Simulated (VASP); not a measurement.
Set up this calculation in VASP 6.6.1, as the native input.

* Task: single point
* Functional: BLYP
* Potentials or basis: VASP PAW PBE potentials, release 64 (Cs_sv)
* Cutoff: 520 eV
* k mesh: 7 × 7 × 7
* Occupations: fermi-dirac, width 0.1 eV
* Spin: no spin polarisation
* Dipole correction: no
* Further INCAR settings: ALGO = Normal; EDIFF = 1e-07; NBANDS = 10

The structure of Cs lies in POSCAR:

```
Cs
1.0
    5.1315182194      0.0000000000      0.0000000000
    0.0000000000      5.1315182194      0.0000000000
    0.0000000000      0.0000000000      5.1315182194
Cs
1
Direct
    0.0000000000      0.0000000000      0.0000000000
```

This cell differs from its parent crystal: volume scaled by 0.92.

The input as run:

INCAR

```
SYSTEM = Cs
PREC     = Accurate       ! precision mode
ENCUT    = 520            ! plane-wave cutoff, eV
EDIFF    = 1E-7           ! SCF threshold, eV
ISMEAR   = -1             ! smearing method
SIGMA    = 0.1            ! smearing width, eV
LREAL    = .False.        ! projectors in reciprocal space
LASPH    = .True.         ! aspherical terms in the spheres
NELM     = 60             ! most SCF steps
ALGO     = Normal         ! electronic algorithm
ISIF     = 2              ! what is computed and relaxed
LWAVE    = .False.        ! write WAVECAR
LCHARG   = .False.        ! write CHGCAR
GGA      = B5             ! functional
ALDAX    = 1.0          
AGGAX    = 1.0          
AGGAC    = 1.0          
ALDAC    = 0.0          
NBANDS   = 10             ! bands
```

KPOINTS

```
regular mesh
0
Gamma
  7 7 7
  0 0 0
```

Potentials or basis: VASP PAW PBE potentials, release 64 (Cs_sv).

The run is started by

```console
$ cat potpaw_PBE.64/Cs_sv/POTCAR > POTCAR
$ mpirun -np 1 vasp_std > vasp.out
```

Results of the run:

```yaml
Pressure: 0.1 GPa
```

Caveat: the PAW data sets were made with another functional, which shifts forces and pressure a little.

Run time: 16 s on 1 thread of Intel(R) Xeon(R) 6975P-C (Granite Rapids), on a shared host, peak memory 0.23 GiB.
